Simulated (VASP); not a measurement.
Runs of VASP 6.6.1 on CaO. The structure is that of space group Fm-3m (No. 225), or close to it. The cells are those of the table. 

```tsv
level	cell	smearing	gap on the mesh (eV)	pressure (GPa)
PBE	a = 3.388 Å, angles 61.1°, 2 atoms	fermi-dirac 0.02 eV	3.58	(b)
r2SCAN	a = 3.391, b = 3.353, c = 3.353 Å, angles 60.7, 59.6, 59.6°, 2 atoms	gaussian 0.01 eV	4.08	4.1
r2SCAN	a = 3.388 Å, angles 61.1°, 2 atoms	gaussian 0.01 eV	4.13	-1.5
PBE	a = 3.391, b = 3.353, c = 3.353 Å, angles 60.7, 59.6, 59.6°, 2 atoms	fermi-dirac 0.02 eV	3.53	(a)
```

Alike in all rows: task single point; potentials or basis VASP PAW PBE potentials, release 64 (Ca_sv, O); no spin polarisation; k mesh 10 × 10 × 10; cutoff (eV) 520.

Fill in the values left out.

(a) 6.0; (b) 0.6.

Caveats: the cell stands under pressure (at least some runs); the PAW data sets were made with another functional, which shifts forces and pressure a little (at least some runs).

A k mesh can miss the band edges.
